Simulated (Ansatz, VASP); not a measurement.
One calculation of Ru, two programs

Contents of INCAR:

```
SYSTEM = Ru
PREC = Accurate ; ENCUT = 600
EDIFF = 1E-7 ; ISMEAR = -1
SIGMA = 0.05 ; LREAL = .FALSE.
LASPH = .TRUE. ; NELM = 80
ALGO = Normal ; ISIF = 3
LWAVE = .FALSE. ; LCHARG = .FALSE.
IBRION = 2 ; NSW = 60
EDIFFG = -0.01
```

File KPOINTS:

```
regular mesh
0
G
  11 11 6
  0 0 0
```

File POSCAR:

```
Ru
1.0
    2.7058000000      0.0000000000      0.0000000000
   -1.3529000000      2.3432915376      0.0000000000
    0.0000000000      0.0000000000      4.2819000000
Ru
2
Direct
    0.6666666667      0.3333333333      0.7500000000
    0.3333333333      0.6666666667      0.2500000000
```

Contents of input.yaml:

```yaml
crystal:
  lattice:
    - [2.7058, 0.0, 0.0]
    - [-1.3529, 2.3432915376, 0.0]
    - [0.0, 0.0, 4.2819]
  atoms:
    - { symbol: Ru, position: [0.6666666667, 0.3333333333, 0.75] }
    - { symbol: Ru, position: [0.3333333333, 0.6666666667, 0.25] }
hamiltonian:
  xc: lda
  pseudopotentials: { kind: paw }
kpoints:
  mp_grid: { grid: [11, 11, 6] }
scf:
  occupations: { method: fermi_dirac, width: 0.05 }
output:
  forces: true
  stress: true
relax:
  f_tol: 0.01
  max_steps: 40
  cell: { stress_tol: 0.05 }
```

Alike in both runs: task relaxation of cell and atoms; functional LDA; k mesh 11 × 11 × 6; occupations fermi-dirac, width 0.05 eV; no spin polarisation.

|  | VASP | Ansatz |
| --- | --- | --- |
| version | VASP 6.6.1 | Ansatz 0.2.0 |
| potentials or method | VASP PAW LDA potentials, release 64 (Ru_pv) | Ansatz PAW |
| plane-wave cutoff (eV) | 600 | 420 |
| valence electrons in the cell | 28 | 32 |

|  | VASP | Ansatz | Ansatz less VASP |
| --- | --- | --- | --- |
| relaxed volume (Å³/atom) | 13.12 | 13.09 | -0.032 |
| relaxed cell length with the largest relative difference (Å) | 4.235 | 4.230 | -0.0049 |

LDA's correlation is that of Perdew and Zunger in VASP and of Perdew and Wang (1992) in Ansatz. VASP's potentials hold 28 valence electrons a cell and Ansatz's 32, so a difference there can come from the potentials and not from the codes.

Noted on Ansatz's run: the plane-wave basis is chosen anew once the cell has moved, so the energies of steps on either side of that aren't comparable.
